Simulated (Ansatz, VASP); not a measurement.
**InAs: VASP beside Ansatz**

```
In As
1.0
     0.00000    2.93241    3.18198
     2.93241    0.00000    3.18198
     2.93241    2.93241    0.00000
In As
1 1
Direct
  0.00000 0.00000 0.00000
  0.25000 0.25000 0.25000
```

Change from the starting cell: epitaxial_xy strain -4.0%.

Alike in both runs: task single point; functional r2SCAN; k mesh 8 × 8 × 8; occupations fermi-dirac, width 0.02 eV; no spin polarisation.

```csv
,VASP,Ansatz
version,VASP 6.6.1,Ansatz 0.2.0
potentials or method,"VASP PAW PBE potentials, release 64 (In_d, As)","plane waves, PAW"
plane-wave cutoff (eV),520,500
valence electrons in the cell,18,28
```

```csv
,VASP,Ansatz,Ansatz less VASP
pressure (GPa),2.4,2.4,0.00
"traceless stress, the component that is largest in VASP (GPa)",-2.39,-2.39,+0.007
```

VASP's potentials were made for PBE, not for r2SCAN. The functional is the same, so the differences come from potentials, cutoffs and numerics. VASP's potentials hold 18 valence electrons a cell and Ansatz's 28, so a difference there can come from the potentials and not from the codes.
